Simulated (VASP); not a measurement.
Runs of VASP 6.6.1 on TiAl. The structure is that of space group P-6m2 (No. 187), or close to it. The cells are those of the table. 

```csv
cell,further INCAR settings,gap on the mesh (eV),pressure (GPa)
"a = 2.962, b = 2.962, c = 4.990 Å, angles 90.0, 90.0, 120.0°, 2 atoms",ALGO = Fast; EDIFF = 1e-07; NBANDS = 14,none,-13.0
"a = 3.076, b = 3.076, c = 4.620 Å, angles 90.0, 90.0, 120.0°, 2 atoms",ALGO = Fast; EDIFF = 1e-07; NBANDS = 14,none,(b)
"a = 3.076, b = 3.076, c = 4.805 Å, angles 90.0, 90.0, 120.0°, 2 atoms",ALGO = Fast; EDIFF = 1e-06; NBANDS = 14,none,(a)
"a = 2.962, b = 2.962, c = 4.805 Å, angles 90.0, 90.0, 120.0°, 2 atoms",ALGO = Fast; EDIFF = 1e-07; NBANDS = 14,none,-10.5
"a = 2.962, b = 2.962, c = 4.620 Å, angles 90.0, 90.0, 120.0°, 2 atoms",ALGO = Fast; EDIFF = 1e-06; NBANDS = 14,none,-7.0
```

Alike in all rows: task single point; level PBEsol; potentials or basis VASP PAW PBE potentials, release 64 (Ti_sv, Al); no spin polarisation; k mesh 24 × 24 × 14; cutoff (eV) 520; smearing gaussian 0.15 eV.

Task: Estimate the missing entries.

Result: (a) -14.6; (b) -12.0.

Caveats: the PAW data sets were made with another functional, which shifts forces and pressure a little; the cell stands under tension (at least some runs); the stress differs along the axes, from -17 to -11 GPa (at least some runs).

A gap of «none» marks levels without a gap at the run's occupations.
